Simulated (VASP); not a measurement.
# GeSb4Te7 (P-3m1) in VASP: further runs

The runs below take GeSb4Te7 through single point, with r2SCAN.

Everything below comes from runs of VASP 6.6.1. Logs are shortened: lines on timing, memory, paths and dates and some standing lists are left out, and cuts for length are marked.

## Step 1: The cell of the first run

The structure is trigonal, space group P-3m1 (No. 164). Conventional cell: a = 4.289 Å, b = 4.289 Å, c = 24.638 Å, α = 90.00°, β = 90.00°, γ = 120.00°. Within 3.9 Å of Ge (site symmetry -3m) lie 6 Te at 3.00 Å. Sb (site symmetry 3m) has 6 Te at 3.01 to 3.18 Å within 4.0 Å. Sb (site symmetry 3m) has 6 Te at 3.00 to 3.19 Å within 4.0 Å. Te (site symmetry 3m) has 3 Sb at 3.01 Å within 4.0 Å. Within 4.0 Å of Te (site symmetry 3m) lie 3 Sb at 3.00 Å. Within 3.9 Å of Te (site symmetry 3m) lie 3 Ge at 3.00 Å and 3 Sb at 3.19 Å. Within 4.2 Å of Te (site symmetry -3m) lie 6 Sb at 3.18 Å.

## Step 2: Single point, r2SCAN

Contents of POSCAR:

```
GeSb4Te7
1.0
    4.2893002584      0.0000000000      0.0000000000
   -2.1446501292      3.7146429882      0.0000000000
    0.0000000000      0.0000000000     24.6377784500
Ge Sb Te
1 4 7
Direct
    0.0000000000      0.0000000000      0.5000000000
    0.6666666700      0.3333333300      0.9188986200
    0.3333333300      0.6666666700      0.3497515000
    0.3333333300      0.6666666700      0.0811013800
    0.6666666700      0.3333333300      0.6502485000
    0.3333333300      0.6666666700      0.8497318700
    0.6666666700      0.3333333300      0.1502681300
    0.0000000000      0.0000000000      0.7189782900
    0.6666666700      0.3333333300      0.4313943000
    0.3333333300      0.6666666700      0.5686057000
    0.0000000000      0.0000000000      0.0000000000
    0.0000000000      0.0000000000      0.2810217100
```

Contents of INCAR.step1:

```
SYSTEM = GeSb4Te7
ALGO     = Normal         ! electronic algorithm
EDIFF    = 1E-4           ! SCF threshold, eV
ENCUT    = 520            ! plane-wave cutoff, eV
GGA      = PE             ! functional
ISMEAR   = 0              ! smearing method
LASPH    = .True.         ! aspherical terms in the spheres
LCHARG   = .False.        ! write CHGCAR
LREAL    = .False.        ! projectors in reciprocal space
LWAVE    = .True.         ! write WAVECAR
NBANDS   = 50             ! bands
NELM     = 100            ! most SCF steps
PREC     = Accurate       ! precision mode
SIGMA    = 0.1            ! smearing width, eV
```

Contents of INCAR.step2:

```
SYSTEM = GeSb4Te7
ALGO     = Normal         ! electronic algorithm
EDIFF    = 1E-6           ! SCF threshold, eV
ENCUT    = 520            ! plane-wave cutoff, eV
ISIF     = 2              ! what is computed and relaxed
ISMEAR   = 0              ! smearing method
ISTART   = 1            
LASPH    = .True.         ! aspherical terms in the spheres
LCHARG   = .True.         ! write CHGCAR
LELF     = .True.         ! ELF
LMIXTAU  = .True.       
LREAL    = .False.        ! projectors in reciprocal space
LVHAR    = .True.       
LWAVE    = .False.        ! write WAVECAR
METAGGA  = R2SCAN         ! meta-GGA
NBANDS   = 50             ! bands
NELM     = 100            ! most SCF steps
PREC     = Accurate       ! precision mode
SIGMA    = 0.1            ! smearing width, eV
```

Contents of KPOINTS:

```
k-points
0
Gamma
  6 6 1
  0 0 0
```

Potentials or basis: VASP PAW PBE potentials, release 64 (Ge_d, Sb, Te).

On the command line:

```bash
$ cat potpaw_PBE.64/Ge_d/POTCAR potpaw_PBE.64/Sb/POTCAR potpaw_PBE.64/Te/POTCAR > POTCAR
$ cp INCAR.step1 INCAR
$ mpirun -np 1 vasp_std > vasp.out
$ cp INCAR.step2 INCAR
$ mpirun -np 1 vasp_std > vasp.out
```

OUTCAR:

```text
SYSTEM = GeSb4Te7
   EDIFF = 1E-6
   ENCUT = 520
   ISIF = 2
   ISMEAR = 0
   ISTART = 1
   LASPH = .True.
   LREAL = .False.
   METAGGA = R2SCAN
   NELM = 100
   PREC = Accurate

 ion  position               nearest neighbor table
   1  0.000  0.000  0.500-   9 3.00  10 3.00  10 3.00   9 3.00   9 3.00  10 3.00
   2  0.667  0.333  0.919-   6 3.01   6 3.01   6 3.01  11 3.18  11 3.18  11 3.18
   3  0.333  0.667  0.350-  12 3.00  12 3.00  12 3.00   9 3.19   9 3.19   9 3.19
   4  0.333  0.667  0.081-   7 3.01   7 3.01   7 3.01  11 3.18  11 3.18  11 3.18
   5  0.667  0.333  0.650-   8 3.00   8 3.00   8 3.00  10 3.19  10 3.19  10 3.19
   6  0.333  0.667  0.850-   2 3.01   2 3.01   2 3.01
   7  0.667  0.333  0.150-   4 3.01   4 3.01   4 3.01
   8  0.000  0.000  0.719-   5 3.00   5 3.00   5 3.00
   9  0.667  0.333  0.431-   1 3.00   1 3.00   1 3.00   3 3.19   3 3.19   3 3.19
  10  0.333  0.667  0.569-   1 3.00   1 3.00   1 3.00   5 3.19   5 3.19   5 3.19
  11  0.000  0.000  0.000-   2 3.18   4 3.18   4 3.18   2 3.18   2 3.18   4 3.18
  12  0.000  0.000  0.281-   3 3.00   3 3.00   3 3.00

  LATTYP: Found a hexagonal cell.
 ALAT       =     4.2893002584
 C/A-ratio  =     5.7440088046

  Lattice vectors:

 A1 = (   4.2893002584,   0.0000000000,   0.0000000000)
 A2 = (  -2.1446501292,   3.7146429882,   0.0000000000)
 A3 = (   0.0000000000,   0.0000000000,  24.6377784500)

Analysis of symmetry for initial positions (statically):
=====================================================================
 Subroutine PRICEL returns:
 Original cell was already a primitive cell.

 Routine SETGRP: Setting up the symmetry group for a
 hexagonal supercell.

 Subroutine GETGRP returns: Found 12 space group operations
 (whereof 12 operations were pure point group operations)
 out of a pool of 24 trial point group operations.

The static configuration has the point symmetry D_3d.

Analysis of symmetry for dynamics (positions and initial velocities):
=====================================================================
 Subroutine PRICEL returns:
 Original cell was already a primitive cell.

 Routine SETGRP: Setting up the symmetry group for a
 hexagonal supercell.

 Subroutine GETGRP returns: Found 12 space group operations
 (whereof 12 operations were pure point group operations)
 out of a pool of 24 trial point group operations.

The dynamic configuration has the point symmetry D_3d.

 Subroutine INISYM returns: Found 12 space group operations
[... 109 lines left out ...]
   PSTRESS=    0.0 pullay stress
   NELECT =      76.0000    total number of electrons
   NUPDOWN=      -1.0000    fix difference up-down
   EMIN   =  10.00;   EMAX   =-10.00  energy-range for DOS
   EFERMI =   0.00;   METHOD = LEGACY
   ISMEAR =     0;   SIGMA  =   0.10  broadening in eV -4-tet -1-fermi 0-gaus
   EFERMI_NEDOS =   21; number of points for ismear=-14 and -15
   IALGO  =     38    algorithm
   IMIX   =      4    mixing-type and parameters
     AMIX     =   0.40;   BMIX     =  1.00
     AMIX_MAG =   1.60;   BMIX_MAG =  1.00
  volume/ion in A,a.u.               =      32.71       220.76
  Fermi-wavevector in a.u.,A,eV,Ry     =   0.947060  1.789685 12.203383  0.896923
  Thomas-Fermi vector in A             =   2.075118
   LORBIT       =      0    0 simple, 1 ext, 2 COOP (PROOUT), +10 PAW based schemes
   METAGGA = R2SCAN    functional components
   LHFCALC =     F    Hartree Fock is set to
   AEXX    =    0.0000 exact exchange contribution
   IVDW    =     0    specifies the selected vdW correction
   LEPSILON=     F    determine dielectric tensor
   LRPA    =     F    only Hartree local field effects (RPA)
 non-spin polarized calculation
 Gauss-broadening in eV      SIGMA  =   0.10
  energy-cutoff  :      520.00
  volume of cell :      392.56
 maximum number of plane-waves:     10650
 NGX is ok and might be reduce to    32
   NGX = 15   NGY = 15   NGZ = 91

 number of electron      76.0000012 magnetization

 Free energy of the ion-electron system (eV)
  ---------------------------------------------------
  ext. energy  EPLUGINS =         0.00000000
  ---------------------------------------------------
  free energy    TOTEN  =      -295.98445406 eV

  energy without entropy =     -295.98445403  energy(sigma->0) =     -295.98445404

 E-fermi :   6.0364     XC(G=0):  -9.5786

 val. band max:        5.6923813489   @ k =   0.0000   0.0000   0.0000
 cond. band min:       6.3923531947   @ k =   0.0000   0.0000   0.0000
 fundamental gap:      0.6999718458
 Fermi energy:         6.0364376160

 k-point     1 :       0.0000    0.0000    0.0000
  band No.  band energies     occupation
      1     -19.7771      2.00000
      2     -19.7770      2.00000
      3     -19.7703      2.00000
      4     -19.7666      2.00000
      5     -19.7666      2.00000
      6      -7.7928      2.00000
[... 360 lines left out ...]
     49       9.8075      0.00000
     50       9.8075      0.00000

------------------------ aborting loop because EDIFF is reached ----------------------------------------

  FORCE on cell =-STRESS in cart. coord.  units (eV):
  Direction    XX          YY          ZZ          XY          YZ          ZX
  --------------------------------------------------------------------------------------
  -------------------------------------------------------------------------------------
  Total       -0.0691656     -0.0691656     -0.1427833      0.0000000      0.0000000     -0.0000000
  in kB       -0.2822901     -0.2822901     -0.5827510      0.0000000      0.0000000     -0.0000000
  external PRESSURE =      -0.3824437 kB  Pullay stress =       0.0000000 kB

 VOLUME and BASIS-vectors are now :
 -----------------------------------------------------------------------------
  energy-cutoff  :      520.00
  volume of cell :      392.56
      direct lattice vectors                 reciprocal lattice vectors
     4.289300258  0.000000000  0.000000000     0.233138260  0.134602437  0.000000000
    -2.144650129  3.714642988  0.000000000     0.000000000  0.269204875  0.000000000
     0.000000000  0.000000000 24.637778450     0.000000000  0.000000000  0.040588075

 POSITION                                       TOTAL-FORCE (eV/Angst)
 -----------------------------------------------------------------------------------
      0.00000      0.00000     12.31889         0.000000      0.000000      0.000000
      2.14465      1.23821     22.63962        -0.000000     -0.000000      0.041516
     -0.00000      2.47643      8.61710         0.000000     -0.000000     -0.007415
     -0.00000      2.47643      1.99816        -0.000000      0.000000     -0.041516
      2.14465      1.23821     16.02068         0.000000      0.000000      0.007415
     -0.00000      2.47643     20.93551         0.000000      0.000000      0.017131
      2.14465      1.23821      3.70227        -0.000000      0.000000     -0.017131
      0.00000      0.00000     17.71403         0.000000      0.000000     -0.017334
      2.14465      1.23821     10.62860         0.000000      0.000000      0.030825
     -0.00000      2.47643     14.00918         0.000000     -0.000000     -0.030825
      0.00000      0.00000      0.00000         0.000000      0.000000      0.000000
      0.00000      0.00000      6.92375         0.000000     -0.000000      0.017334
 -----------------------------------------------------------------------------------
    total drift:                               -0.000000     -0.000000      0.000000

  FREE ENERGIE OF THE ION-ELECTRON SYSTEM (eV)
  ---------------------------------------------------
  free  energy   TOTEN  =      -295.9844540552 eV

  energy  without entropy=     -295.9844540321  energy(sigma->0) =     -295.98445404
```

OUTCAR.step1:

```text
SYSTEM = GeSb4Te7
   EDIFF = 1E-4
   ENCUT = 520
   GGA = PE
   ISMEAR = 0
   LASPH = .True.
   LREAL = .False.
   NELM = 100
[... 611 lines left out ...]
     -0.00000      2.47643     14.00918        -0.000000      0.000000     -0.010466
      0.00000      0.00000      0.00000         0.000000      0.000000     -0.000000
      0.00000      0.00000      6.92375         0.000000     -0.000000     -0.137719
 -----------------------------------------------------------------------------------
    total drift:                               -0.000000     -0.000000      0.000000

  FREE ENERGIE OF THE ION-ELECTRON SYSTEM (eV)
  ---------------------------------------------------
  free  energy   TOTEN  =       -44.5650859285 eV

  energy  without entropy=      -44.5650852392  energy(sigma->0) =      -44.56508558
```

OSZICAR.step1:

```text
N       E                     dE             d eps       ncg     rms          rms(c)
DAV:   1     0.574924458373E+03    0.57492E+03   -0.27237E+04   754   0.152E+03
DAV:   2     0.427337912405E+02   -0.53219E+03   -0.51065E+03   780   0.330E+02
DAV:   3    -0.396636799670E+02   -0.82397E+02   -0.78888E+02   842   0.121E+02
DAV:   4    -0.447026035438E+02   -0.50389E+01   -0.49476E+01   854   0.337E+01
DAV:   5    -0.448895777748E+02   -0.18697E+00   -0.18623E+00  1000   0.652E+00    0.124E+01
DAV:   6    -0.445464261756E+02    0.34315E+00   -0.63324E-01   976   0.324E+00    0.852E+00
DAV:   7    -0.446555702787E+02   -0.10914E+00   -0.86933E-01   894   0.408E+00    0.196E+00
DAV:   8    -0.445793831981E+02    0.76187E-01   -0.45634E-01   944   0.346E+00    0.116E+00
DAV:   9    -0.445639832332E+02    0.15400E-01   -0.70224E-02   858   0.128E+00    0.782E-01
DAV:  10    -0.445648002351E+02   -0.81700E-03   -0.29254E-02   856   0.523E-01    0.431E-01
DAV:  11    -0.445649852730E+02   -0.18504E-03   -0.18012E-03   956   0.225E-01    0.149E-01
DAV:  12    -0.445650929098E+02   -0.10764E-03   -0.12024E-03   904   0.148E-01    0.686E-02
DAV:  13    -0.445650859285E+02    0.69813E-05   -0.18231E-04   550   0.572E-02
   1 F= -.44565086E+02 E0= -.44565086E+02  d E =-.689231E-06
```

It took 6.7 min on 1 thread of Intel Xeon 6975P-C (Granite Rapids), shared host; peak memory 0.57 GiB.

What came out:

* Free energy: -295.9845 eV
* Pressure: 0.0 GPa
* Largest force: 0.042 eV/Å
* Band gap on the k mesh: 0.70 eV, direct

Forces on the atoms (eV/Å):
```
Ge   0.000  0.000  0.000
Sb   0.000  0.000  0.042
Sb   0.000  0.000 -0.007
Sb   0.000  0.000 -0.042
Sb   0.000  0.000  0.007
Te   0.000  0.000  0.017
Te   0.000  0.000 -0.017
Te   0.000  0.000 -0.017
Te   0.000  0.000  0.031
Te   0.000  0.000 -0.031
Te   0.000  0.000  0.000
Te   0.000  0.000  0.017
```

Levels at points of the mesh, in eV from the valence-band top:
| k point | band 35 | band 36 | band 37 | band 38 | band 39 | band 40 | band 41 | band 42 |
| --- | --- | --- | --- | --- | --- | --- | --- | --- |
| (0.00, 0.00, 0.00) | -0.98 | -0.97 | -0.15 | 0.00 | 0.70 | 0.70 | 0.71 | 0.79 |
| (0.50, 0.00, 0.00) | -1.38 | -1.35 | -0.95 | -0.76 | 1.02 | 1.04 | 1.28 | 1.50 |

Caveat: the PAW data sets were made with another functional, which shifts forces and pressure a little; spin-orbit coupling is left out, which moves the levels of the heavy elements. A k mesh can miss the band edges.

## Step 3: Single point, r2SCAN

This run uses another cell than the first one, of 33.00 Å³/atom, 1.009 times its volume.

Contents of POSCAR:

```
GeSb4Te7
1.0
    4.2869152163      0.0000000000      0.0000000000
   -2.1434576082      3.7125774812      0.0000000000
    0.0000000000      0.0000000000     24.8802292924
Ge Sb Te
1 4 7
Direct
    0.0000000000      0.0000000000      0.5000000000
    0.6666666667      0.3333333333      0.9199622453
    0.3333333333      0.6666666667      0.3510941730
    0.3333333333      0.6666666667      0.0800377547
    0.6666666667      0.3333333333      0.6489058270
    0.3333333333      0.6666666667      0.8516117225
    0.6666666667      0.3333333333      0.1483882775
    0.0000000000      0.0000000000      0.7167622234
    0.6666666667      0.3333333333      0.4322661473
    0.3333333333      0.6666666667      0.5677338527
    0.0000000000      0.0000000000      0.0000000000
    0.0000000000      0.0000000000      0.2832377766
```

Contents of INCAR.step1:

```
SYSTEM = GeSb4Te7
PREC = Accurate
ENCUT = 520
ISMEAR = 0
SIGMA = 0.02
LREAL = .False.
LASPH = .True.
NELM = 100
NBANDS = 50
GGA = PE
ALGO = Normal
EDIFF = 1E-4
LWAVE = .True.
LCHARG = .False.
```

Contents of INCAR.step2:

```
SYSTEM = GeSb4Te7
PREC = Accurate
ENCUT = 520
EDIFF = 1E-6
ISMEAR = 0
SIGMA = 0.02
LREAL = .False.
LASPH = .True.
NELM = 100
ALGO = Normal
ISIF = 2
LWAVE = .False.
LCHARG = .False.
METAGGA = R2SCAN
LMIXTAU = .True.
NBANDS = 50
ISTART = 1
```

Contents of KPOINTS:

```
Automatic mesh
0
Gamma
  6 6 2
  0 0 0
```

Potentials or basis: VASP PAW PBE potentials, release 64 (Ge_d, Sb, Te).

On the command line:

```bash
$ cat potpaw_PBE.64/Ge_d/POTCAR potpaw_PBE.64/Sb/POTCAR potpaw_PBE.64/Te/POTCAR > POTCAR
$ cp INCAR.step1 INCAR
$ mpirun -np 1 vasp_std > vasp.out
$ cp INCAR.step2 INCAR
$ mpirun -np 1 vasp_std > vasp.out
```

Run time: 13 min. Hardware: 1 thread of Intel Xeon 6975P-C (Granite Rapids), shared host; peak memory 0.64 GiB.

The run converged. Its results:

| Item | Value |
| --- | --- |
| Free energy | -295.9787 eV |
| Pressure | 0.0 GPa |
| Largest force | 0.030 eV/Å |
| Band gap on the k mesh | 0.63 eV, direct |

Forces in eV/Å, atoms in the order of the input:
```
Ge   0.000  0.000  0.000
Sb   0.000  0.000  0.030
Sb   0.000  0.000  0.028
Sb   0.000  0.000 -0.030
Sb   0.000  0.000 -0.028
Te   0.000  0.000 -0.021
Te   0.000  0.000  0.021
Te   0.000  0.000  0.020
Te   0.000  0.000 -0.007
Te   0.000  0.000  0.007
Te   0.000  0.000  0.000
Te   0.000  0.000 -0.020
```

Levels at points of the mesh, in eV from the valence-band top:
```tsv
k point	band 36	band 37	band 38	band 39	band 40	band 41
(0.00, 0.00, 0.00)	-0.97	-0.20	-0.08	0.68	0.70	0.70
(0.50, 0.00, 0.00)	-1.35	-0.99	-0.77	0.99	1.01	1.29
(0.00, 0.00, 0.50)	-0.72	-0.32	0.00	0.63	0.67	0.67
(0.50, 0.00, 0.50)	-1.29	-1.03	-0.61	0.78	1.02	1.21
```

Caveat: the PAW data sets were made with another functional, which shifts forces and pressure a little; spin-orbit coupling is left out, which moves the levels of the heavy elements.
